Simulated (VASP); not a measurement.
Br, 4 atoms in the cell. The typed cell holds 4 atoms: a = 4.087 Å, b = 4.087 Å, c = 8.702 Å, α = 90.00°, β = 90.00°, γ = 69.26°.  This cell differs from its parent crystal: atoms moved at random.

- Program: VASP 6.6.1
- Task: single point
- Functional: PBE
- Potentials or basis: VASP PAW PBE potentials, release 64 (Br)
- Cutoff: 520 eV
- k mesh: 7 × 7 × 3
- Occupations: fermi-dirac, width 0.05 eV
- Spin: no spin polarisation
- Dipole correction: no
- Further INCAR settings: ALGO = Normal; EDIFF = 1e-06; NBANDS = 22

Potentials or basis: VASP PAW PBE potentials, release 64 (Br).

Launch:

```sh
$ cat potpaw_PBE.64/Br/POTCAR > POTCAR
$ mpirun -np 1 vasp_std > vasp.out
```

Hardware: 1 thread of Intel(R) Xeon(R) 6975P-C (Granite Rapids), with other jobs on the host.

Problem. Estimate the wall time of this run.

Solution. Wall time 81 s on 1 thread of Intel(R) Xeon(R) 6975P-C (Granite Rapids) (shared host), peak memory 0.33 GiB. Counts: scf iterations 13, k points 74.
